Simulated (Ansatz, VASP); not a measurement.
## ZnSe in VASP and in Ansatz

```
Zn Se
1.0
     4.10304    0.00000    0.00000
     0.00000    4.10304    0.00000
     0.00000    0.00000    5.41517
Zn Se
2 2
Direct
  0.00000 0.00000 0.00000
  0.50000 0.50000 0.00000
  0.00000 0.50000 0.31733
  0.50000 0.00000 0.68267
```

Alike in both runs: task single point; functional LDA; k mesh 8 × 8 × 6; occupations gaussian, width 0.05 eV; no spin polarisation.

|  | VASP | Ansatz |
| --- | --- | --- |
| version | VASP 6.6.1 | Ansatz 0.2.0 |
| potentials or method | VASP PAW LDA potentials, release 64 (Zn, Se), cutoff 520 eV | scalar-relativistic, plane waves, PAW |
| valence electrons in the cell | 36 | 56 |

VASP gave:

```
gap on the k mesh at the Fermi level (eV)                     : 0.64
least direct gap on the mesh (eV)                             : 0.64
pressure (GPa)                                                : -9.6
traceless stress, the component that is largest in VASP (GPa) : -3.48
rms of the force components (eV/Å)                            : 0.910
```

Question: What did Ansatz give for the same quantities?

Answer: gap on the k mesh at the Fermi level (eV): 0.63; least direct gap on the mesh (eV): 0.63; pressure (GPa): -9.8; traceless stress, the component that is largest in VASP (GPa): -3.48; rms of the force components (eV/Å): 0.921.

LDA's correlation is that of Perdew and Zunger in VASP and of Perdew and Wang (1992) in Ansatz. Atom by atom the forces differ by 0.011 eV/Å (rms over components). VASP's potentials hold 36 valence electrons a cell and Ansatz's 56, so a difference there can come from the potentials and not from the codes.
